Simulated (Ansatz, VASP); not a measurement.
## One calculation of W, two programs

File INCAR:

```
SYSTEM = W
ALGO = Fast
EDIFF = 1E-6
ENCUT = 520
GGA = PE
ISIF = 2
ISMEAR = 0
LASPH = .TRUE.
LCHARG = .FALSE.
LREAL = .FALSE.
LWAVE = .FALSE.
NBANDS = 13
NELM = 80
PREC = Accurate
SIGMA = 0.15
```

KPOINTS

```
k-points
0
G
  24 24 24
  0 0 0
```

Contents of POSCAR:

```
W
1.0
   -1.6191835413      1.6191835413      1.5544161996
    1.6191835413     -1.6191835413      1.5544161996
    1.6191835413      1.6191835413     -1.5544161996
W
1
Direct
    0.0000000000      0.0000000000      0.0000000000
```

Input for Ansatz:

```yaml
crystal:
  lattice:
    - [-1.6191835413, 1.6191835413, 1.5544161996]
    - [1.6191835413, -1.6191835413, 1.5544161996]
    - [1.6191835413, 1.6191835413, -1.5544161996]
  atoms:
    - { symbol: W, position: [0.0, 0.0, 0.0] }
basis:
  ecutwfc: 420
kpoints:
  mp_grid: { grid: [24, 24, 24] }
hamiltonian:
  xc: pbe
scf:
  occupations: { method: gaussian, width: 0.15 }
output:
  forces: true
  stress: true
  eigenvalues: true
```

Alike in both runs: task single point; functional PBE; k mesh 24 × 24 × 24; occupations gaussian, width 0.15 eV; no spin polarisation.

```csv
,VASP,Ansatz
version,VASP 6.6.1,Ansatz 0.2.0
potentials or method,"VASP PAW PBE potentials, release 64 (W_sv), cutoff 520 eV","scalar-relativistic, plane waves, PAW"
valence electrons in the cell,14,14
```

Ansatz gave:

* gap on the k mesh at the Fermi level (eV): none
* pressure (GPa): -2.8
* traceless stress, the component that is largest in VASP (GPa): 8.94

**Question.** What did VASP give for the same quantities?

**Answer.** gap on the k mesh at the Fermi level (eV): none; pressure (GPa): -2.4; traceless stress, the component that is largest in VASP (GPa): 8.94.

A gap of «none» marks a metal or a gap that the smearing closes. With one functional, cell and mesh, what is left measures potentials, basis and numerics.

Neither program's run includes spin-orbit coupling.
